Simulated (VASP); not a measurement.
# TmTaSe4 (P4/mmm) in VASP: notebook, part 2 of 2

VASP 6.6.1.

## 4. Relaxation of cell and atoms, PBE

Input file INCAR:

```
SYSTEM = TmTaSe4
PREC = Accurate
ENCUT = 500
EDIFF = 1E-7
ISMEAR = 0
SIGMA = 0.1
LREAL = .False.
LASPH = .True.
NELM = 200
ALGO = Normal
ISIF = 3
LWAVE = .False.
LCHARG = .False.
GGA = PE
IBRION = 2
NSW = 90
EDIFFG = -0.04
GGA_COMPAT = .False.
NELMIN = 4
LMAXMIX = 6
```

Input file KPOINTS:

```
Automatic mesh
0
Gamma
  4 4 4
  0 0 0
```

Input file POSCAR:

```
TmTaSe4
1.0
    4.5687395900      0.0000000000      0.0000000000
    0.0000000000      4.5687395900      0.0000000000
    0.0000000000      0.0000000000      6.4676328700
Tm Ta Se
1 1 4
Direct
    0.0000000000      0.0000000000      0.0000000000
    0.5000000000      0.5000000000      0.5000000000
    0.5000000000      0.0000000000      0.7464669900
    0.0000000000      0.5000000000      0.2535330100
    0.5000000000      0.0000000000      0.2535330100
    0.0000000000      0.5000000000      0.7464669900
```

On the command line:

```console
$ cat potpaw_PBE.64/Tm_3/POTCAR potpaw_PBE.64/Ta_pv/POTCAR potpaw_PBE.64/Se/POTCAR > POTCAR
$ mpirun -np 1 vasp_std > vasp.out
```

It took 2.5 min on 1 thread of Intel Xeon 6975P-C (Granite Rapids), shared host; peak memory 0.29 GiB.

Results (log left out):

* Free energy: -35.0509 eV
* Relaxed volume: 23.75 Å³/atom
* Relaxed cell: a = 4.635 Å, b = 4.635 Å, c = 6.632 Å, α = 90.00°, β = 90.00°, γ = 90.00°
* Space group after relaxing (to 0.1 Å): P4/mmm (No. 123)
* Energy gained by relaxing: 43.4 meV/atom
* Ionic steps: 6
* Pressure after relaxing: 0.0 GPa
* Band gap on the k mesh: zero (bands 22 and 23 overlap by 0.86 eV)

Stress tensor (GPa, compression positive):
```
-0.08  0.00  0.00
 0.00 -0.08  0.00
 0.00  0.00  0.02
```

The path:
| step | energy change (eV) | largest force (eV/Å) | pressure (GPa) | volume (Å³) |
| --- | --- | --- | --- | --- |
| 1 | 0.0000 | 0.9614 | 4.81 | 135.00 |
| 2 | -0.1499 | 0.4004 | -3.49 | 148.64 |
| 3 | -0.1894 | 0.5579 | -1.20 | 144.12 |
| 4 | -0.2466 | 0.2044 | -0.33 | 142.74 |
| 5 | -0.2552 | 0.0019 | 0.22 | 141.99 |
| 6 | -0.2605 | 0.0002 | -0.04 | 142.47 |

Final structure:
```
CELL_PARAMETERS angstrom
4.63490 0.00000 0.00000
0.00000 4.63490 0.00000
0.00000 0.00000 6.63203
ATOMIC_POSITIONS crystal
Tm 0.00000 0.00000 0.00000
Ta 0.50000 0.50000 0.50000
Se 0.50000 0.00000 0.73327
Se 0.00000 0.50000 0.26673
Se 0.50000 0.00000 0.26673
Se 0.00000 0.50000 0.73327
```

Levels at points of the mesh, in eV from the Fermi level:
| k point | band 19 | band 20 | band 21 | band 22 | band 23 | band 24 | band 25 | band 26 |
| --- | --- | --- | --- | --- | --- | --- | --- | --- |
| (0.00, 0.00, 0.00) | -0.42 | -0.37 | -0.31 | -0.31 | -0.14 | 0.92 | 1.26 | 2.37 |
| (0.50, 0.00, 0.00) | -2.17 | -1.82 | -0.95 | -0.43 | -0.07 | 1.08 | 2.23 | 2.64 |
| (0.50, 0.50, 0.00) | -1.46 | -0.41 | -0.37 | 0.02 | 0.86 | 1.12 | 1.46 | 2.27 |
| (0.00, 0.00, 0.50) | -0.60 | -0.60 | -0.54 | -0.54 | -0.10 | -0.07 | 1.99 | 2.67 |
| (0.50, 0.00, 0.50) | -2.56 | -2.41 | -1.93 | -1.88 | 0.01 | 0.57 | 1.48 | 1.75 |
| (0.50, 0.50, 0.50) | -2.20 | -0.18 | -0.03 | 0.67 | 0.68 | 0.92 | 1.87 | 1.87 |

Caveat: spin-orbit coupling is left out, which moves the levels of the heavy elements; the 4f electrons are frozen in the core, so they carry no moment and show no levels; the run has no spin polarisation, though such a crystal can be magnetic.

## 5. Single point, PBE, collinear spin

Input file INCAR:

```
  ALGO = Normal
  EDIFF = 1E-6
  ENCUT = 500
  GGA = PE
  GGA_COMPAT = False
  ISIF = 2
  ISMEAR = 0
  ISPIN = 2
  LASPH = True
  LCHARG = True
  LELF = True
  LMAXMIX = 6
  LORBIT = 11
  LREAL = False
  LVHAR = True
  LWAVE = False
  MAGMOM = 0 1 0 0 0 0
  NBANDS = 35
  NELM = 200
  PREC = Accurate
  SIGMA = 0.1
```

Input file KPOINTS:

```
k-points
0
Gamma
  4 4 4
```

POSCAR is that of step 4.

On the command line:

```console
$ cat potpaw_PBE.64/Tm_3/POTCAR potpaw_PBE.64/Ta_pv/POTCAR potpaw_PBE.64/Se/POTCAR > POTCAR
$ mpirun -np 1 vasp_std > vasp.out
```

Run time: 2 min. Hardware: 1 thread of Intel Xeon 6975P-C (Granite Rapids), shared host; peak memory 0.36 GiB.

It converged, with:

| Property | Result |
| --- | --- |
| Free energy | -34.7979 eV |
| Pressure | 4.9 GPa |
| Largest force | 0.955 eV/Å |
| Net moment | 0.43 μB per cell |
| Site moments | Tm +0.00; Ta +0.36; Se -0.02 μB |
| Valence electrons inside the program's atomic spheres | Tm 8.59; Ta 8.50; Se 3.90 |

Forces in eV/Å, atoms in the order of the input:
```
Tm   0.000  0.000  0.000
Ta   0.000  0.000  0.000
Se   0.000  0.000 -0.955
Se   0.000  0.000  0.955
Se   0.000  0.000  0.955
Se   0.000  0.000 -0.955
```

Stress tensor (GPa, compression positive):
```
5.28 0.00 0.00
0.00 5.28 0.00
0.00 0.00 4.22
```

Levels at points of the mesh, in eV from the Fermi level:
Spin up:
| k point | band 20 | band 21 | band 22 | band 23 | band 24 | band 25 |
| --- | --- | --- | --- | --- | --- | --- |
| (0.00, 0.00, 0.00) | -0.28 | -0.27 | -0.24 | -0.24 | 1.08 | 1.21 |
| (0.50, 0.00, 0.00) | -1.85 | -0.92 | -0.34 | -0.28 | 0.90 | 2.03 |
| (0.50, 0.50, 0.00) | -0.71 | -0.52 | -0.18 | 1.03 | 1.16 | 1.22 |
| (0.00, 0.00, 0.50) | -0.58 | -0.52 | -0.52 | -0.31 | -0.23 | 2.05 |
| (0.50, 0.00, 0.50) | -2.27 | -2.26 | -2.07 | -0.20 | 0.38 | 1.48 |
| (0.50, 0.50, 0.50) | -0.55 | -0.21 | 0.73 | 0.76 | 0.80 | 1.89 |
Spin down:
| k point | band 20 | band 21 | band 22 | band 23 | band 24 | band 25 |
| --- | --- | --- | --- | --- | --- | --- |
| (0.00, 0.00, 0.00) | -0.26 | -0.26 | -0.22 | 0.03 | 1.06 | 1.29 |
| (0.50, 0.00, 0.00) | -1.85 | -0.87 | -0.35 | 0.20 | 1.16 | 2.30 |
| (0.50, 0.50, 0.00) | -0.72 | -0.17 | 0.06 | 1.01 | 1.14 | 1.54 |
| (0.00, 0.00, 0.50) | -0.56 | -0.53 | -0.53 | 0.09 | 0.22 | 2.08 |
| (0.50, 0.00, 0.50) | -2.28 | -2.27 | -2.08 | 0.32 | 0.65 | 1.60 |
| (0.50, 0.50, 0.50) | -0.56 | 0.34 | 0.70 | 0.78 | 1.04 | 2.03 |

Caveat: the magnetic or orbital state may not be the lowest; the cell stands under pressure; spin-orbit coupling is left out, which moves the levels of the heavy elements; the 4f electrons are frozen in the core, so they carry no moment and show no levels.

## 6. Single point, PBE, collinear spin

This run uses another cell than the first one, of 23.64 Å³/atom.

Input file INCAR:

```
SYSTEM = TmTaSe4
ALGO = Normal
EDIFF = 1E-6
ENCUT = 500
GGA = PE
GGA_COMPAT = .False.
ISIF = 2
ISMEAR = 0
ISPIN = 2
LASPH = .True.
LCHARG = .True.
LELF = .True.
LMAXMIX = 6
LORBIT = 11
LREAL = .False.
LVHAR = .True.
LWAVE = .False.
MAGMOM = 0 1 0 0 0 0
NBANDS = 35
NELM = 200
PREC = Accurate
SIGMA = 0.1
```

Input file KPOINTS:

```
k-points
0
Gamma
  4 4 4
  0 0 0
```

Input file POSCAR:

```
TmTaSe4
1.0
    4.6285038187      0.0000000000      0.0000000000
    0.0000000000      4.6285038187      0.0000000000
    0.0000000000      0.0000000000      6.6204695499
Tm Ta Se
1 1 4
Direct
    0.0000000000      0.0000000000      0.0000000000
    0.5000000000      0.5000000000      0.5000000000
    0.5000000000      0.0000000000      0.7332945682
    0.0000000000      0.5000000000      0.2667054318
    0.5000000000      0.0000000000      0.2667054318
    0.0000000000      0.5000000000      0.7332945682
```

Potentials or basis: VASP PAW PBE potentials, release 64 (Tm_3, Ta_pv, Se), 4f in core.

On the command line:

```console
$ cat potpaw_PBE.64/Tm_3/POTCAR potpaw_PBE.64/Ta_pv/POTCAR potpaw_PBE.64/Se/POTCAR > POTCAR
$ mpirun -np 1 vasp_std > vasp.out
```

It took 1.9 min on 1 thread of Intel Xeon 6975P-C (Granite Rapids), shared host; peak memory 0.36 GiB.

It converged, with:

```yaml
Free_energy: -35.0619 eV
Pressure: 0.5 GPa
Largest_force: 0.005 eV/Å
Net_moment: 0.51 μB per cell
Site_moments: Tm +0.00; Ta +0.42; Se -0.02 μB
Valence_electrons_inside_the_program's_atomic_spheres: Tm 8.20; Ta 8.50; Se 3.88
```

Forces in eV/Å, atoms in the order of the input:
```
Tm   0.000  0.000  0.000
Ta   0.000  0.000  0.000
Se   0.000  0.000  0.005
Se   0.000  0.000 -0.005
Se   0.000  0.000 -0.005
Se   0.000  0.000  0.005
```

Levels at points of the mesh, in eV from the Fermi level:
Spin up:
```csv
k point,band 20,band 21,band 22,band 23,band 24,band 25
"(0.00, 0.00, 0.00)",-0.34,-0.29,-0.28,-0.28,0.97,1.24
"(0.50, 0.00, 0.00)",-1.80,-0.94,-0.39,-0.30,0.97,2.14
"(0.50, 0.50, 0.00)",-0.56,-0.39,-0.08,0.90,1.16,1.35
"(0.00, 0.00, 0.50)",-0.57,-0.53,-0.53,-0.31,-0.26,2.00
"(0.50, 0.00, 0.50)",-2.39,-1.91,-1.85,-0.23,0.45,1.46
"(0.50, 0.50, 0.50)",-0.29,-0.16,0.71,0.72,0.80,1.85
```
Spin down:
```csv
k point,band 20,band 21,band 22,band 23,band 24,band 25
"(0.00, 0.00, 0.00)",-0.29,-0.29,-0.03,0.06,0.95,1.32
"(0.50, 0.00, 0.00)",-1.80,-0.88,-0.40,0.28,1.26,2.44
"(0.50, 0.50, 0.00)",-0.40,-0.12,0.18,0.88,1.14,1.70
"(0.00, 0.00, 0.50)",-0.57,-0.50,-0.50,0.10,0.35,2.03
"(0.50, 0.00, 0.50)",-2.41,-1.93,-1.86,0.38,0.75,1.61
"(0.50, 0.50, 0.50)",-0.17,0.36,0.69,0.70,1.11,2.02
```

Caveat: the magnetic or orbital state may not be the lowest; spin-orbit coupling is left out, which moves the levels of the heavy elements; the 4f electrons are frozen in the core, so they carry no moment and show no levels.

## 7. Overview

```csv
task,spin,cell,gap on the mesh (eV),pressure (GPa),moment (μB),largest force (eV/Å)
single point,off,"a = 4.569, b = 4.569, c = 6.468 Å, 6 atoms, atomic positions A",none,4.8,-,0.96
single point,off,"a = 4.629, b = 4.629, c = 6.620 Å, 6 atoms, atomic positions B",none,0.3,-,0.01
relaxation of cell and atoms,off,"relaxed from a = 4.569, b = 4.569, c = 6.468 Å, 6 atoms, atomic positions A",none,0.0,-,-
single point,collinear,"a = 4.569, b = 4.569, c = 6.468 Å, 6 atoms, atomic positions A",none,4.9,0.43,0.96
single point,collinear,"a = 4.629, b = 4.629, c = 6.620 Å, 6 atoms, atomic positions B",none,0.5,0.51,-
```

Alike in all rows: level PBE; potentials or basis VASP PAW PBE potentials, release 64 (Tm_3, Ta_pv, Se), 4f in core; k mesh 4 × 4 × 4; cutoff (eV) 500; smearing gaussian 0.1 eV.

Caveats: spin-orbit coupling is left out, which moves the levels of the heavy elements; the 4f electrons are frozen in the core, so they carry no moment and show no levels; the cell stands under pressure (at least some runs); the magnetic or orbital state may not be the lowest (at least some runs).

Absolute energies hang on the potentials; compare differences alone.
